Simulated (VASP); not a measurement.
AgBr:

```xyz
2
Lattice="0.0000 2.8861 2.8861 2.8861 0.0000 2.8861 2.8861 2.8861 0.0000" Properties=species:S:1:pos:R:3 pbc="T T T"
Ag    2.8861    2.8861    2.8861
Br    0.0000    0.0000    0.0000
```

Base run:

```yaml
Program: VASP 6.6.1
Functional: revPBE
Potentials_or_basis: VASP PAW PBE potentials, release 64 (Ag, Br)
Cutoff: 400 eV
k_mesh: 7 × 7 × 7
Occupations: fermi-dirac, width 0.02 eV
Spin: no spin polarisation
```

Its results: band gap on the k mesh 0.87 eV, indirect (least direct gap 2.68 eV); pressure 3.3 GPa.

The run is repeated on the same cell with these changes: functional from revPBE to PBE. What comes out?

Band gap on the k mesh 0.74 eV, indirect (least direct gap 2.55 eV); pressure 1.3 GPa.

PBE binds more tightly than revPBE, so the same cell stands under less pressure.

Caveats: the PAW data sets were made with another functional, which shifts forces and pressure a little (some runs).

A k mesh can miss the band edges.
